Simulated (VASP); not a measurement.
H3WCl4:

```xyz
8
Lattice="3.4500 1.9919 3.5900 -3.4500 1.9919 3.5900 0.0000 -3.9837 3.5900" Properties=species:S:1:pos:R:3 pbc="T T T"
H     0.0000    2.3823    6.6092
H     2.0631   -1.1911    6.6092
H    -2.0631   -1.1911    6.6092
W     0.0000    0.0000    0.0000
Cl    0.0000    0.0000    8.4652
Cl   -1.5663    0.9043    4.3547
Cl    1.5663    0.9043    4.3547
Cl    0.0000   -1.8086    4.3547
```

- Program: VASP 6.6.1
- Task: relaxation of cell and atoms
- Functional: PBE
- Potentials or basis: VASP PAW PBE potentials, release 64 (H, W_sv, Cl)
- Cutoff: 600 eV
- k mesh: 3 × 3 × 3
- Occupations: gaussian, width 0.2 eV
- Spin: no spin polarisation

At the start: pressure 5.0 GPa; volume 18.50 Å³/atom.

Question: How do energy, volume and symmetry change on relaxing?

Answer: Over 35 steps the energy falls by 166.9 meV/atom and the volume is 24.62 Å³/atom (+33.1 %); space group R3m (No. 160, to 0.1 Å) before and after.

Step by step:
| step | energy change (eV) | largest force (eV/Å) | pressure (GPa) | volume (Å³) |
| --- | --- | --- | --- | --- |
| 1 | 0.0000 | 1.9749 | 5.00 | 148.02 |
| 2 | -0.3761 | 1.4728 | -1.06 | 160.72 |
| 3 | -0.3761 | 1.4862 | -1.00 | 160.50 |
| 4 | -0.5954 | 1.5240 | 0.32 | 163.04 |
| 5 | -0.6090 | 2.2467 | 0.77 | 163.79 |
| 6 | -0.7477 | 1.8387 | 0.60 | 165.38 |
| 7 | -1.0440 | 0.9513 | -0.02 | 170.17 |
| 8 | -1.0656 | 1.5571 | -1.80 | 179.69 |
| 9 | -1.1505 | 1.1828 | -0.91 | 175.06 |
| 10 | -1.2208 | 0.5053 | -0.35 | 173.70 |
| 11 | -1.2428 | 0.6066 | 0.34 | 172.42 |
| 12 | -1.2667 | 0.1609 | 0.74 | 172.48 |
| 13 | -1.2683 | 0.1628 | 0.88 | 172.50 |
| 14 | -1.2789 | 0.1436 | 0.26 | 174.44 |
| 15 | -1.2807 | 0.2181 | -0.14 | 175.72 |
| 16 | -1.2891 | 0.1865 | -0.14 | 176.64 |
| 17 | -1.3052 | 0.3337 | -0.14 | 179.41 |
| 18 | -1.2975 | 0.7044 | -0.11 | 185.04 |
| 19 | -1.3085 | 0.4660 | -0.13 | 181.37 |
| 20 | -1.3141 | 0.2525 | 0.03 | 181.96 |
| 21 | -1.3164 | 0.0839 | 0.22 | 182.60 |
| 22 | -1.3164 | 0.1146 | 0.24 | 182.67 |
| 23 | -1.3176 | 0.1130 | 0.21 | 183.09 |
| 24 | -1.3201 | 0.1085 | 0.10 | 184.33 |
| 25 | -1.3219 | 0.1779 | -0.10 | 186.83 |
| 26 | -1.3231 | 0.1703 | -0.08 | 187.26 |
| 27 | -1.3254 | 0.1505 | -0.03 | 188.42 |
| 28 | -1.3259 | 0.4707 | 0.08 | 190.76 |
| 29 | -1.3263 | 0.3299 | 0.04 | 189.77 |
| 30 | -1.3282 | 0.2755 | 0.07 | 190.38 |
| 31 | -1.3317 | 0.1205 | 0.20 | 192.09 |
| 32 | -1.3311 | 0.3997 | 0.47 | 195.52 |
| 33 | -1.3327 | 0.2291 | 0.33 | 193.58 |
| 34 | -1.3348 | 0.1237 | 0.13 | 195.24 |
| 35 | -1.3353 | 0.0652 | -0.06 | 196.97 |

Final structure:
```xyz
8
Lattice="3.7718 2.1777 3.9967 -3.7718 2.1777 3.9967 0.0000 -4.3553 3.9967" Properties=species:S:1:pos:R:3 pbc="T T T"
H     0.0000    2.6513    7.3409
H     2.2961   -1.3256    7.3409
H    -2.2961   -1.3256    7.3409
W     0.0000    0.0000   11.5433
Cl    0.0000    0.0000    9.3505
Cl   -2.1304    1.2300    5.0386
Cl    2.1304    1.2300    5.0386
Cl    0.0000   -2.4599    5.0386
```

Caveat: the k points lie up to 0.37 Å⁻¹ apart in the final cell, too coarse for converged energies and pressures of a metal; the volume moved by over 15 % at a fixed basis, so the end points are rough; this functional lacks dispersion, which binds layers or chains, so the pressure and a relaxed spacing across them are unreliable; an odd number of electrons without spin polarisation forces a metal; a magnetic or distorted state may lie lower; the relaxation stopped at a loose force limit of 0.08 eV/Å, so its end isn't a converged minimum.
